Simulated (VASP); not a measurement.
# Au: single point with PBEsol

Crystal: Au.

```
Au
1.0
     0.00000    2.03074    2.03074
     2.03074    0.00000    2.03074
     2.03074    2.03074    0.00000
Au
1
Direct
  0.00000 0.00000 0.00000
```

* Program: VASP 6.6.1
* Task: single point
* Functional: PBEsol
* Potentials or basis: VASP PAW PBE potentials, release 64 (Au)
* Cutoff: 520 eV
* k mesh: 18 × 18 × 18
* Occupations: gaussian, width 0.1 eV
* Spin: no spin polarisation
* Dipole correction: no
* Further INCAR settings: ALGO = Normal; EDIFF = 1e-06; NBANDS = 12

```yaml
Pressure: 2.7 GPa
```

Levels at points of the mesh, in eV from the Fermi level:
```tsv
k point	band 4	band 5	band 6	band 7	band 8	band 9
(0.00, 0.00, 0.00)	-4.75	-3.17	-3.17	14.50	18.59	18.59
(0.50, 0.00, 0.00)	-1.93	-1.93	-1.09	3.17	13.94	17.24
(0.50, 0.50, 0.00)	-1.60	-1.60	0.93	5.91	10.03	10.03
```

Wall time 15 s on 1 thread of Intel(R) Xeon(R) Platinum 8559C (Emerald Rapids) (shared host), peak memory 0.17 GiB.

Caveat: the PAW data sets were made with another functional, which shifts forces and pressure a little; spin-orbit coupling is left out, which moves the levels of the heavy elements.
